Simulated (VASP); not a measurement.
A run of VASP 6.6.1 is set up as follows.

INCAR

```
SYSTEM = Zn2Cd3O5
ALGO = Normal ; EDIFF = 1E-6
ENCUT = 520 ; GGA = PE
ISIF = 2 ; ISMEAR = 0
LASPH = .TRUE. ; LCHARG = .FALSE.
LREAL = .FALSE. ; LWAVE = .FALSE.
NBANDS = 56 ; NELM = 80
PREC = Accurate ; SIGMA = 0.2
```

KPOINTS

```
k-points
0
G
  6 6 6
  0 0 0
```

POSCAR

```
Zn2Cd3O5
1.0
    0.0000000000     -3.4536742000      0.0000000000
    3.4536742000      0.0000000000      0.0000000000
   -1.7268371000      1.7268371000     12.4867607000
Zn Cd O
2 3 5
Direct
    0.5973840000      0.5973840000      0.1947680000
    0.4026160000      0.4026160000      0.8052320000
    0.0000000000      0.0000000000      0.0000000000
    0.1947240000      0.1947240000      0.3894480000
    0.8052760000      0.8052760000      0.6105520000
    0.6392270000      0.1392270000      0.2784540000
    0.2500000000      0.7500000000      0.5000000000
    0.8607730000      0.3607730000      0.7215460000
    0.4445220000      0.9445220000      0.8890440000
    0.0554780000      0.5554780000      0.1109560000
```

Potentials or basis: VASP PAW PBE potentials, release 64 (Zn, Cd, O).

Launch:

```sh
$ cat potpaw_PBE.64/Zn/POTCAR potpaw_PBE.64/Cd/POTCAR potpaw_PBE.64/O/POTCAR > POTCAR
$ mpirun -np 1 vasp_std > vasp.out
```

(1) What does it give for the largest force?

(2) Estimate the band gap on the k mesh.

Results:

(1) 0.051 eV/Å.

(2) zero (filled and empty bands touch).

Caveat: semilocal functionals underestimate gaps, and a narrow one can read as zero.
